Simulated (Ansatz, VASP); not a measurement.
## Two plane-wave programs on Ni

```
Ni
1.0
     0.00000    1.73757    1.73757
     1.73757    0.00000    1.73757
     1.73757    1.73757    0.00000
Ni
1
Cartesian
  0.0000 0.0000 0.0000
```

Alike in both runs: task single point; functional PBE; k mesh 11 × 11 × 11; occupations fermi-dirac, width 0.05 eV; collinear spin; fixed moment 0.5 μB.

```csv
,VASP,Ansatz
version,VASP 6.6.1,Ansatz 0.2.0
potentials or method,"VASP PAW PBE potentials, release 64 (Ni)",Ansatz PAW
plane-wave cutoff (eV),520,420
valence electrons in the cell,10,18
```

|  | VASP | Ansatz | Ansatz less VASP |
| --- | --- | --- | --- |
| pressure (GPa) | 7.5 | 7.6 | +0.07 |
| net moment per atom (μB) | 0.50 | 0.50 | 0.000 |
| size of the moment on the site where the two differ most (μB) | 0.51 | 0.53 | +0.025 |

Site moments also hang on the region over which each program counts them. With one functional, cell and mesh, what is left measures potentials, basis and numerics. VASP's potentials hold 10 valence electrons a cell and Ansatz's 18, so a difference there can come from the potentials and not from the codes.
